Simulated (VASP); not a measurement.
# Ba7B (Fm-3m) in VASP: a series of runs

Runs on Ba7B. Level: PBE. Tasks: single point, relaxation of cell and atoms.

All numbers are computed with VASP 6.6.1; they aren't measurements. Logs are shortened: lines on timing, memory, paths and dates and some standing lists are left out, and cuts for length are marked.

## (1) The cell of the first run

It takes space group Fm-3m (No. 225, cubic). Conventional cell: a = 10.435 Å, b = 10.435 Å, c = 10.435 Å, α = 90.00°, β = 90.00°, γ = 90.00°. Ba (site symmetry 4mm) has 1 B at 2.19 Å within 2.9 Å. Ba (site symmetry m-3m) has 6 Ba at 3.03 Å within 4.0 Å. Within 2.9 Å of B (site symmetry m-3m) lie 6 Ba at 2.19 Å.

The cell was generated, and may not be a known phase.

## (2) Single point, PBE

The input, INCAR:

```
ALGO = Fast
EDIFF = 1E-6
ENCUT = 520
GGA = PE
ISIF = 2
ISMEAR = 0
LASPH = T
LCHARG = F
LREAL = F
LWAVE = F
NBANDS = 46
NELM = 100
PREC = Accurate
SIGMA = 0.1
```

The input, KPOINTS:

```
k-points
0
Gamma
  4 4 4
```

The input, POSCAR:

```
Ba7B
1.0
    0.0000000000      5.2176246000      5.2176246000
    5.2176246000      0.0000000000      5.2176246000
    5.2176246000      5.2176246000      0.0000000000
Ba B
7 1
Direct
    0.7905576800      0.2094423200      0.2094423200
    0.2094423200      0.7905576800      0.7905576800
    0.2094423200      0.7905576800      0.2094423200
    0.7905576800      0.2094423200      0.7905576800
    0.2094423200      0.2094423200      0.7905576800
    0.7905576800      0.7905576800      0.2094423200
    0.5000000000      0.5000000000      0.5000000000
    0.0000000000      0.0000000000      0.0000000000
```

Potentials or basis: VASP PAW PBE potentials, release 64 (Ba_sv, B).

On the command line:

```bash
$ cat potpaw_PBE.64/Ba_sv/POTCAR potpaw_PBE.64/B/POTCAR > POTCAR
$ mpirun -np 1 vasp_std > vasp.out
```

OUTCAR:

```text
EDIFF = 1E-6
   ENCUT = 520
   GGA = PE
   ISIF = 2
   ISMEAR = 0
   LASPH = T
   LREAL = F
   NELM = 100
   PREC = Accurate

 ion  position               nearest neighbor table
   1  0.791  0.209  0.209-   8 2.19   7 3.03   5 3.09   6 3.09   3 3.09   4 3.09   6 4.29   4 4.29
                             3 4.29   5 4.29   2 4.37
   2  0.209  0.791  0.791-   8 2.19   7 3.03   5 3.09   6 3.09   3 3.09   4 3.09   6 4.29   4 4.29
                             3 4.29   5 4.29   1 4.37
   3  0.209  0.791  0.209-   8 2.19   7 3.03   5 3.09   6 3.09   1 3.09   2 3.09   6 4.29   1 4.29
                             2 4.29   5 4.29   4 4.37
   4  0.791  0.209  0.791-   8 2.19   7 3.03   5 3.09   6 3.09   1 3.09   2 3.09   6 4.29   1 4.29
                             2 4.29   5 4.29   3 4.37
   5  0.209  0.209  0.791-   8 2.19   7 3.03   3 3.09   4 3.09   1 3.09   2 3.09   2 4.29   3 4.29
                             4 4.29   1 4.29   6 4.37
   6  0.791  0.791  0.209-   8 2.19   7 3.03   3 3.09   4 3.09   1 3.09   2 3.09   4 4.29   1 4.29
                             2 4.29   3 4.29   5 4.37
   7  0.500  0.500  0.500-   1 3.03   2 3.03   3 3.03   4 3.03   5 3.03   6 3.03
   8  0.000  0.000  0.000-   1 2.19   2 2.19   3 2.19   4 2.19   5 2.19   6 2.19

  LATTYP: Found a face centered cubic cell.
 ALAT       =    10.4352492000

  Lattice vectors:

 A1 = (   0.0000000000,   5.2176246000,   5.2176246000)
 A2 = (   5.2176246000,   0.0000000000,   5.2176246000)
 A3 = (   5.2176246000,   5.2176246000,   0.0000000000)

Analysis of symmetry for initial positions (statically):
=====================================================================
 Subroutine PRICEL returns:
 Original cell was already a primitive cell.

 Routine SETGRP: Setting up the symmetry group for a
 face centered cubic supercell.

 Subroutine GETGRP returns: Found 48 space group operations
 (whereof 48 operations were pure point group operations)
 out of a pool of 48 trial point group operations.

The static configuration has the point symmetry O_h .

Analysis of symmetry for dynamics (positions and initial velocities):
=====================================================================
 Subroutine PRICEL returns:
 Original cell was already a primitive cell.

 Routine SETGRP: Setting up the symmetry group for a
 face centered cubic supercell.

 Subroutine GETGRP returns: Found 48 space group operations
 (whereof 48 operations were pure point group operations)
 out of a pool of 48 trial point group operations.

The dynamic configuration has the point symmetry O_h .

 Subroutine INISYM returns: Found 48 space group operations
 (whereof 48 operations are pure point group operations),
 and found     1 'primitive' translations

----------------------------------------------------------------------------------------

                                     Primitive cell

  volume of cell :     284.0851

  direct lattice vectors                    reciprocal lattice vectors
     0.000000000  5.217624600  5.217624600    -0.095829048  0.095829048  0.095829048
     5.217624600  0.000000000  5.217624600     0.095829048 -0.095829048  0.095829048
     5.217624600  5.217624600  0.000000000     0.095829048  0.095829048 -0.095829048

  length of vectors
     7.378835473  7.378835473  7.378835473     0.165980781  0.165980781  0.165980781

  position of ions in fractional coordinates (direct lattice)
     0.790557680  0.209442320  0.209442320
     0.209442320  0.790557680  0.790557680
     0.209442320  0.790557680  0.209442320
     0.790557680  0.209442320  0.790557680
     0.209442320  0.209442320  0.790557680
     0.790557680  0.790557680  0.209442320
     0.500000000  0.500000000  0.500000000
     0.000000000  0.000000000  0.000000000

  ion indices of the primitive-cell ions
   primitive index   ion index
                 1           1
                 2           2
                 3           3
                 4           4
                 5           5
                 6           6
                 7           7
                 8           8

----------------------------------------------------------------------------------------

 KPOINTS: k-points

Automatic generation of k-mesh.
 Grid dimensions read from file:
 generate k-points for:    4    4    4

 Generating k-lattice:

  Cartesian coordinates                     Fractional coordinates (reciprocal lattice)
    -0.023957262  0.023957262  0.023957262     0.250000000  0.000000000  0.000000000
     0.023957262 -0.023957262  0.023957262     0.000000000  0.250000000  0.000000000
     0.023957262  0.023957262 -0.023957262     0.000000000  0.000000000  0.250000000

  Length of vectors
     0.041495195  0.041495195  0.041495195

  Shift w.r.t. Gamma in fractional coordinates (k-lattice)
     0.000000000  0.000000000  0.000000000

 Subroutine IBZKPT returns following result:
 ===========================================

 Found      8 irreducible k-points:

 Following reciprocal coordinates:
            Coordinates               Weight
  0.000000  0.000000  0.000000      1.000000
  0.250000  0.000000  0.000000      8.000000
  0.500000  0.000000  0.000000      4.000000
  0.250000  0.250000  0.000000      6.000000
  0.500000  0.250000  0.000000     24.000000
 -0.250000  0.250000  0.000000     12.000000
  0.500000  0.500000  0.000000      3.000000
 -0.250000  0.500000  0.250000      6.000000
   k-points           NKPTS =      8   k-points in BZ     NKDIM =      8   number of bands    NBANDS=     46
   number of dos      NEDOS =    301   number of ions     NIONS =      8
   total plane-waves  NPLWV = 175616
   dimension x,y,z NGX =    56 NGY =   56 NGZ =   56
   dimension x,y,z NGXF=   112 NGYF=  112 NGZF=  112
   ions per type =               7   1
   NGX,Y,Z   is equivalent  to a cutoff of  12.62, 12.62, 12.62 a.u.
   NGXF,Y,Z  is equivalent  to a cutoff of  25.23, 25.23, 25.23 a.u.
 SYSTEM =  unknown system
   PREC   = accura    normal or accurate (medium, high low for compatibility)
   ISTART =      0    job   : 0-new  1-cont  2-samecut
   ICHARG =      2    charge: 1-file 2-atom 10-const
   ISPIN  =      1    spin polarized calculation?
   LNONCOLLINEAR =      F non collinear calculations
   LSORBIT =      F    spin-orbit coupling
   LASPH  =      T    aspherical Exc in radial PAW
   ENCUT  =  520.0 eV  38.22 Ry    6.18 a.u.  13.72 13.72 13.72*2*pi/ulx,y,z
   NELM   =    100;   NELMIN=  2; NELMDL= -5     # of ELM steps
   EDIFF  = 0.1E-05   stopping-criterion for ELM
   LREAL  =      F    real-space projection
   EDIFFG = 0.1E-04   stopping-criterion for IOM
   NSW    =      0    number of steps for IOM
   IBRION =     -1    ionic relax: 0-MD 1-quasi-New 2-CG
   NFREE  =      0    steps in history (QN), initial steepest desc. (CG)
   ISIF   =      2    stress and relaxation
   ISYM   =      2    0-nonsym 1-usesym 2-fastsym
   POTIM  = 0.5000    time-step for ionic-motion
   TEBEG  =    0.0;   TEEND  =   0.0 temperature during run
   PSTRESS=    0.0 pullay stress
   NELECT =      73.0000    total number of electrons
   NUPDOWN=      -1.0000    fix difference up-down
   EMIN   =  10.00;   EMAX   =-10.00  energy-range for DOS
   EFERMI =   0.00;   METHOD = LEGACY
   ISMEAR =     0;   SIGMA  =   0.10  broadening in eV -4-tet -1-fermi 0-gaus
   EFERMI_NEDOS =   21; number of points for ismear=-14 and -15
   IALGO  =     68    algorithm
   IMIX   =      4    mixing-type and parameters
     AMIX     =   0.40;   BMIX     =  1.00
     AMIX_MAG =   1.60;   BMIX_MAG =  1.00
  volume/ion in A,a.u.               =      35.51       239.64
  Fermi-wavevector in a.u.,A,eV,Ry     =   1.040798  1.966822 14.738643  1.083260
  Thomas-Fermi vector in A             =   2.175390
   LORBIT       =      0    0 simple, 1 ext, 2 COOP (PROOUT), +10 PAW based schemes
   GGA     = PE    functional components
   LHFCALC =     F    Hartree Fock is set to
   AEXX    =    0.0000 exact exchange contribution
   IVDW    =     0    specifies the selected vdW correction
   LEPSILON=     F    determine dielectric tensor
   LRPA    =     F    only Hartree local field effects (RPA)
 non-spin polarized calculation
 RMM-DIIS sequential band-by-band and
 Gauss-broadening in eV      SIGMA  =   0.10
  energy-cutoff  :      520.00
  volume of cell :      284.09
 maximum number of plane-waves:      7727
 NGX is ok and might be reduce to    56
   NGX = 27   NGY = 27   NGZ = 27

 number of electron      72.9999993 magnetization

 Free energy of the ion-electron system (eV)
  ---------------------------------------------------
  ext. energy  EPLUGINS =         0.00000000
  ---------------------------------------------------
  free energy    TOTEN  =        -0.28785664 eV

  energy without entropy =       -0.22555534  energy(sigma->0) =       -0.25670599

 E-fermi :   3.2496     XC(G=0):  -8.7268

 val. band max:        3.2214487413   @ k =   0.5000   0.2500   0.0000
 cond. band min:       3.2549188772   @ k =   0.5000   0.0000   0.0000
 fundamental gap:      0.0334701359
 Fermi energy:         3.2496140995

 k-point     1 :       0.0000    0.0000    0.0000
  band No.  band energies     occupation
      1     -26.0211      2.00000
      2     -25.0141      2.00000
      3     -25.0141      2.00000
      4     -25.0141      2.00000
      5     -24.8862      2.00000
      6     -24.5636      2.00000
[... 38 lines left out ...]
     45       5.5778      0.00000
     46       5.6276      0.00000

 k-point     2 :       0.2500    0.0000    0.0000
  band No.  band energies     occupation
      1     -25.9527      2.00000
      2     -25.2933      2.00000
      3     -25.0062      2.00000
      4     -25.0062      2.00000
      5     -24.6710      2.00000
      6     -24.5737      2.00000
[... 286 lines left out ...]
 k-point     8 :      -0.2500    0.5000    0.2500
  band No.  band energies     occupation
      1     -25.8335      2.00000
      2     -25.4231      2.00000
      3     -25.0179      2.00000
      4     -25.0179      2.00000
      5     -24.8893      2.00000
      6     -24.5764      2.00000
[... 38 lines left out ...]
     45       5.2106      0.00000
     46       5.9454      0.00000

------------------------ aborting loop because EDIFF is reached ----------------------------------------

  FORCE on cell =-STRESS in cart. coord.  units (eV):
  Direction    XX          YY          ZZ          XY          YZ          ZX
  --------------------------------------------------------------------------------------
  -------------------------------------------------------------------------------------
  Total       46.1048609     46.1048609     46.1048609      0.0000000     -0.0000000      0.0000000
  in kB      260.0212342    260.0212342    260.0212342      0.0000000     -0.0000000      0.0000000
  external PRESSURE =     260.0212342 kB  Pullay stress =       0.0000000 kB

 VOLUME and BASIS-vectors are now :
 -----------------------------------------------------------------------------
  energy-cutoff  :      520.00
  volume of cell :      284.09
      direct lattice vectors                 reciprocal lattice vectors
     0.000000000  5.217624600  5.217624600    -0.095829048  0.095829048  0.095829048
     5.217624600  0.000000000  5.217624600     0.095829048 -0.095829048  0.095829048
     5.217624600  5.217624600  0.000000000     0.095829048  0.095829048 -0.095829048

 POSITION                                       TOTAL-FORCE (eV/Angst)
 -----------------------------------------------------------------------------------
      2.18558      5.21762      5.21762         5.933546      0.000000     -0.000000
      8.24967      5.21762      5.21762        -5.933546      0.000000     -0.000000
      5.21762      2.18558      5.21762         0.000000      5.933546     -0.000000
      5.21762      8.24967      5.21762         0.000000     -5.933546     -0.000000
      5.21762      5.21762      2.18558         0.000000      0.000000      5.933546
      5.21762      5.21762      8.24967         0.000000      0.000000     -5.933546
      5.21762      5.21762      5.21762         0.000000      0.000000     -0.000000
      0.00000      0.00000      0.00000         0.000000      0.000000     -0.000000
 -----------------------------------------------------------------------------------
    total drift:                               -0.000000     -0.000000      0.000000

  FREE ENERGIE OF THE ION-ELECTRON SYSTEM (eV)
  ---------------------------------------------------
  free  energy   TOTEN  =        -0.2878566436 eV

  energy  without entropy=       -0.2255553439  energy(sigma->0) =       -0.25670599
```

It took 5.1 min on 1 thread of Intel Xeon Platinum 8259CL at 2.50GHz (Skylake/Cascade Lake), shared host; peak memory 0.44 GiB.

Results:

```yaml
Free_energy: -0.2879 eV
Pressure: 26.0 GPa
Largest_force: 5.934 eV/Å
Band_gap_on_the_k_mesh: zero (an odd number of electrons rules out a gap without spin polarisation)
```

Forces in eV/Å, atoms in the order of the input:
```
Ba   5.934  0.000  0.000
Ba  -5.934  0.000  0.000
Ba   0.000  5.934  0.000
Ba   0.000 -5.934  0.000
Ba   0.000  0.000  5.934
Ba   0.000  0.000 -5.934
Ba   0.000  0.000  0.000
B    0.000  0.000  0.000
```

Levels at points of the mesh, in eV from the Fermi level:
```
           k point  band 35  band 36  band 37  band 38  band 39  band 40
(0.00, 0.00, 0.00)    -0.64    -0.64    -0.64    -0.16    -0.16     1.74
(0.50, 0.00, 0.00)    -0.22    -0.22    -0.03     0.01     0.01     0.27
(0.50, 0.50, 0.00)    -0.26     0.30     0.30     0.55     0.65     0.97
```

Caveat: the cell stands under pressure; spin-orbit coupling is left out, which moves the levels of the heavy elements; forces of over 1 eV/Å act on the atoms, so gaps and moduli don't describe the material at rest.

## (3) Single point, PBE

This run uses another cell than the first one, of 62.81 Å³/atom.

The input, INCAR:

```
SYSTEM = Ba7B
ALGO = Fast
EDIFF = 1E-6
ENCUT = 520
GGA = PE
ISIF = 2
ISMEAR = 0
LASPH = .TRUE.
LCHARG = .FALSE.
LREAL = .FALSE.
LWAVE = .FALSE.
NBANDS = 46
NELM = 100
PREC = Accurate
SIGMA = 0.1
```

The input, KPOINTS:

```
k-points
0
G
  4 4 4
  0 0 0
```

The input, POSCAR:

```
Ba7B
1.0
    0.0000000000      6.3099364309      6.3099364309
    6.3099364309      0.0000000000      6.3099364309
    6.3099364309      6.3099364309      0.0000000000
Ba B
7 1
Direct
    0.7683110578      0.2316889422      0.2316889422
    0.2316889422      0.7683110578      0.7683110578
    0.2316889422      0.7683110578      0.2316889422
    0.7683110578      0.2316889422      0.7683110578
    0.2316889422      0.2316889422      0.7683110578
    0.7683110578      0.7683110578      0.2316889422
    0.5000000000      0.5000000000      0.5000000000
    0.0000000000      0.0000000000      0.0000000000
```

Potentials or basis: VASP PAW PBE potentials, release 64 (Ba_sv, B).

On the command line:

```bash
$ cat potpaw_PBE.64/Ba_sv/POTCAR potpaw_PBE.64/B/POTCAR > POTCAR
$ mpirun -np 1 vasp_std > vasp.out
```

It took 10 min on 1 thread of Intel Xeon Platinum 8259CL at 2.50GHz (Skylake/Cascade Lake), shared host; peak memory 0.75 GiB.

It converged, with:

* Free energy: -15.1512 eV
* Pressure: 0.6 GPa
* Largest force: 0.027 eV/Å
* Band gap on the k mesh: zero (an odd number of electrons rules out a gap without spin polarisation)

Forces in eV/Å, atoms in the order of the input:
```
Ba  -0.027  0.000  0.000
Ba   0.027  0.000  0.000
Ba   0.000 -0.027  0.000
Ba   0.000  0.027  0.000
Ba   0.000  0.000 -0.027
Ba   0.000  0.000  0.027
Ba   0.000  0.000  0.000
B    0.000  0.000  0.000
```

Levels at points of the mesh, in eV from the Fermi level:
```tsv
k point	band 33	band 34	band 35	band 36	band 37	band 38	band 39	band 40	band 41	band 42
(0.00, 0.00, 0.00)	-1.07	-0.53	-0.53	-0.53	-0.24	0.09	0.09	1.21	1.21	1.21
(0.50, 0.00, 0.00)	-0.90	-0.66	-0.06	-0.06	0.26	0.26	0.39	0.40	0.75	0.77
(0.50, 0.50, 0.00)	-0.88	-0.51	-0.40	0.00	0.00	0.27	0.27	0.37	0.48	0.89
```

Caveat: spin-orbit coupling is left out, which moves the levels of the heavy elements.

[end of part 1 of 2]

The gap in the log of VASP goes by the Fermi energy; the results here count the filled bands.